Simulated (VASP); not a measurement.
# TaN (P-62m) in VASP: single point with PBEsol

Aim: the single point of TaN with PBEsol.

Everything below comes from runs of VASP 6.6.1. Logs are shortened: lines on timing, memory, paths and dates and some standing lists are left out, and cuts for length are marked.

## 1. The cell of the first run

It takes space group P-62m (No. 189, hexagonal). The conventional cell has a = 5.196 Å, b = 5.196 Å, c = 2.911 Å, α = 90.00°, β = 90.00°, γ = 120.00°. Within 3.0 Å of Ta (site symmetry -6) lie 6 N at 2.16 Å and 5 Ta at 2.91 to 3.00 Å. Ta (site symmetry -62m) has 3 N at 2.04 Å within 2.7 Å. Within 3.0 Å of N (site symmetry m2m) lie 5 Ta at 2.04 to 2.16 Å and 6 N at 2.77 to 2.91 Å.

## 2. Single point, PBEsol

File POSCAR:

```
TaN
1.0
    5.1960000000      0.0000000000      0.0000000000
   -2.5980000000      4.4998679981      0.0000000000
    0.0000000000      0.0000000000      2.9110000000
Ta N
3 3
Direct
    0.3333333333      0.6666666667      0.5000000000
    0.6666666667      0.3333333333      0.5000000000
    0.0000000000      0.0000000000      0.0000000000
    0.3928500000      0.0000000000      0.0000000000
    0.0000000000      0.3928500000      0.0000000000
    0.6071500000      0.6071500000      0.0000000000
```

File INCAR.step1:

```
SYSTEM = TaN
PREC = Accurate ; ENCUT = 520
EDIFF = 1E-6 ; ISMEAR = -1
SIGMA = 0.15 ; LREAL = .False.
LASPH = .True. ; NELM = 120
ALGO = Normal ; ISIF = 2
LWAVE = .False. ; LCHARG = .True.
LMAXMIX = 4 ; GGA = PS
NBANDS = 33 ; GGA_COMPAT = .False.
NEDOS = 2001 ; LORBIT = 11
```

File KPOINTS.step1:

```
Automatic mesh
0
Gamma
  5 5 7
  0 0 0
```

File INCAR.step2:

```
SYSTEM = TaN
PREC = Accurate ; ENCUT = 520
EDIFF = 1E-6 ; ISMEAR = -5
SIGMA = 0.15 ; LREAL = .False.
LASPH = .True. ; NELM = 120
ALGO = Normal ; ISIF = 2
LWAVE = .False. ; LCHARG = .False.
LMAXMIX = 4 ; GGA = PS
LORBIT = 11 ; NBANDS = 33
NEDOS = 2001 ; ICHARG = 11
GGA_COMPAT = .False.
```

File KPOINTS.step2:

```
Automatic mesh
0
Gamma
  8 8 11
  0 0 0
```

Potentials or basis: VASP PAW PBE potentials, release 64 (Ta_pv, N).

Launch:

```sh
$ cat potpaw_PBE.64/Ta_pv/POTCAR potpaw_PBE.64/N/POTCAR > POTCAR
$ cp INCAR.step1 INCAR
$ cp KPOINTS.step1 KPOINTS
$ mpirun -np 1 vasp_std > vasp.out
$ cp INCAR.step2 INCAR
$ cp KPOINTS.step2 KPOINTS
$ mpirun -np 1 vasp_std > vasp.out
```

OUTCAR:

```text
SYSTEM = TaN
   PREC = Accurate
   ENCUT = 520
   EDIFF = 1E-6
   ISMEAR = -5
   LREAL = .False.
   LASPH = .True.
   NELM = 120
   ISIF = 2
   GGA = PS
   LORBIT = 11
   ICHARG = 11

 ion  position               nearest neighbor table
   1  0.333  0.667  0.500-   4 2.16   4 2.16   5 2.16   5 2.16   6 2.16   6 2.16   2 3.00   2 3.00
                             2 3.00   3 3.33   3 3.33   3 3.33   3 3.33   3 3.33   3 3.33
   2  0.667  0.333  0.500-   5 2.16   5 2.16   4 2.16   4 2.16   6 2.16   6 2.16   1 3.00   1 3.00
                             1 3.00   3 3.33   3 3.33   3 3.33   3 3.33   3 3.33   3 3.33
   3  0.000  0.000  0.000-   4 2.04   5 2.04   6 2.04   2 3.33   1 3.33   1 3.33   2 3.33   2 3.33
                             2 3.33   1 3.33   1 3.33   2 3.33   2 3.33   1 3.33   1 3.33
   4  0.393  0.000  0.000-   3 2.04   1 2.16   1 2.16   2 2.16   2 2.16
   5  0.000  0.393  0.000-   3 2.04   2 2.16   2 2.16   1 2.16   1 2.16
   6  0.607  0.607  0.000-   3 2.04   1 2.16   1 2.16   2 2.16   2 2.16

  LATTYP: Found a hexagonal cell.
 ALAT       =     5.1960000000
 C/A-ratio  =     0.5602386451

  Lattice vectors:

 A1 = (   5.1960000000,   0.0000000000,   0.0000000000)
 A2 = (  -2.5980000000,   4.4998679981,   0.0000000000)
 A3 = (   0.0000000000,   0.0000000000,   2.9110000000)

Analysis of symmetry for initial positions (statically):
=====================================================================
 Subroutine PRICEL returns:
 Original cell was already a primitive cell.

 Routine SETGRP: Setting up the symmetry group for a
 hexagonal supercell.

 Subroutine GETGRP returns: Found 12 space group operations
 (whereof 12 operations were pure point group operations)
 out of a pool of 24 trial point group operations.

The static configuration has the point symmetry D_3h.

Analysis of symmetry for dynamics (positions and initial velocities):
=====================================================================
 Subroutine PRICEL returns:
 Original cell was already a primitive cell.

 Routine SETGRP: Setting up the symmetry group for a
 hexagonal supercell.

 Subroutine GETGRP returns: Found 12 space group operations
 (whereof 12 operations were pure point group operations)
 out of a pool of 24 trial point group operations.

The dynamic configuration has the point symmetry D_3h.

 Subroutine INISYM returns: Found 12 space group operations
 (whereof 12 operations are pure point group operations),
 and found     1 'primitive' translations

----------------------------------------------------------------------------------------

                                     Primitive cell

  volume of cell :      68.0630

  direct lattice vectors                    reciprocal lattice vectors
     5.196000000  0.000000000  0.000000000     0.192455735  0.111114371  0.000000000
    -2.598000000  4.499867998  0.000000000     0.000000000  0.222228741  0.000000000
     0.000000000  0.000000000  2.911000000     0.000000000  0.000000000  0.343524562

  length of vectors
     5.196000000  5.196000000  2.911000000     0.222228741  0.222228741  0.343524562

  position of ions in fractional coordinates (direct lattice)
     0.333333333  0.666666667  0.500000000
     0.666666667  0.333333333  0.500000000
     0.000000000  0.000000000  0.000000000
     0.392850000  0.000000000  0.000000000
     0.000000000  0.392850000  0.000000000
     0.607150000  0.607150000  0.000000000

  ion indices of the primitive-cell ions
   primitive index   ion index
                 1           1
                 2           2
                 3           3
                 4           4
                 5           5
                 6           6

----------------------------------------------------------------------------------------

 KPOINTS: Automatic mesh

Automatic generation of k-mesh.
 Grid dimensions read from file:
 generate k-points for:    8    8   11

 Generating k-lattice:

  Cartesian coordinates                     Fractional coordinates (reciprocal lattice)
     0.024056967  0.013889296  0.000000000     0.125000000  0.000000000  0.000000000
     0.000000000  0.027778593  0.000000000     0.000000000  0.125000000  0.000000000
     0.000000000  0.000000000  0.031229506     0.000000000  0.000000000  0.090909091

  Length of vectors
     0.027778593  0.027778593  0.031229506

  Shift w.r.t. Gamma in fractional coordinates (k-lattice)
     0.000000000  0.000000000  0.000000000

 TETIRR: Found    716 inequivalent tetrahedra from     4224

 Subroutine IBZKPT returns following result:
 ===========================================

 Found     60 irreducible k-points:

 Following reciprocal coordinates:
            Coordinates               Weight
  0.000000  0.000000  0.000000      1.000000
  0.125000  0.000000  0.000000      6.000000
  0.250000  0.000000  0.000000      6.000000
  0.375000  0.000000  0.000000      6.000000
  0.500000  0.000000  0.000000      3.000000
  0.125000  0.125000  0.000000      6.000000
[... 16 lines left out ...]
  0.250000  0.000000  0.181818     12.000000
  0.375000  0.000000  0.181818     12.000000
 [... further k-points ...]
   k-points           NKPTS =     60   k-points in BZ     NKDIM =     60   number of bands    NBANDS=     33
   number of dos      NEDOS =   2001   number of ions     NIONS =      6
   total plane-waves  NPLWV =  38400
   dimension x,y,z NGX =    40 NGY =   40 NGZ =   24
   dimension x,y,z NGXF=    80 NGYF=   80 NGZF=   48
   ions per type =               3   3
   NGX,Y,Z   is equivalent  to a cutoff of  12.80, 12.80, 13.71 a.u.
   NGXF,Y,Z  is equivalent  to a cutoff of  25.60, 25.60, 27.41 a.u.
 SYSTEM =  TaN
   PREC   = accura    normal or accurate (medium, high low for compatibility)
   ISTART =      0    job   : 0-new  1-cont  2-samecut
   ICHARG =     11    charge: 1-file 2-atom 10-const
   ISPIN  =      1    spin polarized calculation?
   LNONCOLLINEAR =      F non collinear calculations
   LSORBIT =      F    spin-orbit coupling
   LASPH  =      T    aspherical Exc in radial PAW
   ENCUT  =  520.0 eV  38.22 Ry    6.18 a.u.   9.66  9.66  5.41*2*pi/ulx,y,z
   NELM   =    120;   NELMIN=  2; NELMDL=  0     # of ELM steps
   EDIFF  = 0.1E-05   stopping-criterion for ELM
   LREAL  =      F    real-space projection
[... 7 lines left out ...]
   TEBEG  =    0.0;   TEEND  =   0.0 temperature during run
   PSTRESS=    0.0 pullay stress
   NELECT =      48.0000    total number of electrons
   NUPDOWN=      -1.0000    fix difference up-down
   EMIN   =  10.00;   EMAX   =-10.00  energy-range for DOS
   EFERMI =   0.00;   METHOD = LEGACY
   ISMEAR =    -5;   SIGMA  =   0.15  broadening in eV -4-tet -1-fermi 0-gaus
   EFERMI_NEDOS =   21; number of points for ismear=-14 and -15
   IALGO  =     38    algorithm
   IMIX   =      4    mixing-type and parameters
     AMIX     =   0.40;   BMIX     =  1.00
     AMIX_MAG =   1.60;   BMIX_MAG =  1.00
  volume/ion in A,a.u.               =      11.34        76.55
  Fermi-wavevector in a.u.,A,eV,Ry     =   1.457197  2.753703 28.890916  2.123422
  Thomas-Fermi vector in A             =   2.574026
   LORBIT       =     11    0 simple, 1 ext, 2 COOP (PROOUT), +10 PAW based schemes
   GGA     = PS    functional components
   LHFCALC =     F    Hartree Fock is set to
   AEXX    =    0.0000 exact exchange contribution
   IVDW    =     0    specifies the selected vdW correction
   LEPSILON=     F    determine dielectric tensor
   LRPA    =     F    only Hartree local field effects (RPA)
 non-spin polarized calculation
 Fermi weights with tetrahedron method with Bloechl corrections
  energy-cutoff  :      520.00
  volume of cell :       68.06
 maximum number of plane-waves:      1856
 NGX is ok and might be reduce to    40

 number of electron      48.0000002 magnetization

 Free energy of the ion-electron system (eV)
  ---------------------------------------------------
  ext. energy  EPLUGINS =         0.00000000
  ---------------------------------------------------
  free energy    TOTEN  =       -71.44743645 eV

  energy without entropy =      -71.44743645  energy(sigma->0) =      -71.44743645

 E-fermi :   8.2307     XC(G=0): -13.1610

 val. band max:        8.2399321570   @ k =   0.1250   0.1250   0.3636
 cond. band min:       8.1518046999   @ k =   0.1250   0.1250   0.1818
 fundamental gap:     -0.0881274571
 Fermi energy:         8.2306544944

 k-point     1 :       0.0000    0.0000    0.0000
  band No.  band energies     occupation
      1     -28.0022      2.00000
      2     -28.0022      2.00000
      3     -27.6485      2.00000
      4     -27.6485      2.00000
      5     -27.4694      2.00000
      6     -27.3613      2.00000
[... 25 lines left out ...]
     32      11.3468      0.00000
     33      11.3468      0.00000

 k-point     2 :       0.1250    0.0000    0.0000
  band No.  band energies     occupation
      1     -28.0159      2.00000
      2     -27.9990      2.00000
      3     -27.6356      2.00000
      4     -27.6306      2.00000
      5     -27.4655      2.00000
      6     -27.3648      2.00000
[... 25 lines left out ...]
     32      11.2913      0.00000
     33      11.4674      0.00000
[... 754 lines left out ...]
     32      11.8249      0.00000
     33      12.5572      0.00000

 k-point    24 :       0.3750    0.0000    0.1818
  band No.  band energies     occupation
      1     -28.0168      2.00000
      2     -27.8914      2.00000
      3     -27.7189      2.00000
      4     -27.6322      2.00000
      5     -27.6264      2.00000
      6     -27.5234      2.00000
[... 25 lines left out ...]
     32      12.0183      0.00000
     33      12.2964      0.00000

 [... further k-points ...]

------------------------ aborting loop because EDIFF is reached ----------------------------------------

  FORCE on cell =-STRESS in cart. coord.  units (eV):
  Direction    XX          YY          ZZ          XY          YZ          ZX
  --------------------------------------------------------------------------------------
  -------------------------------------------------------------------------------------
  Total       -1.1050597     -1.1050597     -1.6702765      0.0000000      0.0000000      0.0000000
  in kB      -26.0126856    -26.0126856    -39.3176743      0.0000000      0.0000000      0.0000000
  external PRESSURE =     -30.4476819 kB  Pullay stress =       0.0000000 kB

 VOLUME and BASIS-vectors are now :
 -----------------------------------------------------------------------------
  energy-cutoff  :      520.00
  volume of cell :       68.06
      direct lattice vectors                 reciprocal lattice vectors
     5.196000000  0.000000000  0.000000000     0.192455735  0.111114371  0.000000000
    -2.598000000  4.499867998  0.000000000     0.000000000  0.222228741  0.000000000
     0.000000000  0.000000000  2.911000000     0.000000000  0.000000000  0.343524562

 POSITION                                       TOTAL-FORCE (eV/Angst)
 -----------------------------------------------------------------------------------
     -0.00000      2.99991      1.45550         0.000000      0.000000     -0.000000
      2.59800      1.49996      1.45550         0.000000     -0.000000     -0.000000
      0.00000      0.00000      0.00000         0.000000     -0.000000     -0.000000
      2.04125      0.00000      0.00000         0.028272      0.000000      0.000000
     -1.02062      1.76777      0.00000        -0.014136      0.024484     -0.000000
      1.57738      2.73209      0.00000        -0.014136     -0.024484     -0.000000
 -----------------------------------------------------------------------------------
    total drift:                               -0.000002     -0.000003      0.000000

  FREE ENERGIE OF THE ION-ELECTRON SYSTEM (eV)
  ---------------------------------------------------
  free  energy   TOTEN  =       -71.4474364524 eV

  energy  without entropy=      -71.4474364524  energy(sigma->0) =      -71.44743645

 total charge

# of ion       s       p       d       tot
------------------------------------------
    1        0.295   6.267   2.394   8.955
    2        0.295   6.267   2.394   8.955
    3        0.335   6.224   2.423   8.981
    4        1.232   2.551   0.000   3.783
    5        1.232   2.551   0.000   3.783
    6        1.232   2.551   0.000   3.783
--------------------------------------------------
tot          4.620  26.410   7.211  38.241
```

It took 3.1 min on 1 thread of AMD EPYC 7R43 (Zen 3), shared host; peak memory 0.21 GiB.

Results:

* Valence electrons inside the program's atomic spheres: Ta 8.96, 8.98 (each value once); N 3.78

Caveat: the PAW data sets were made with another functional, which shifts forces and pressure a little; spin-orbit coupling is left out, which moves the levels of the heavy elements.
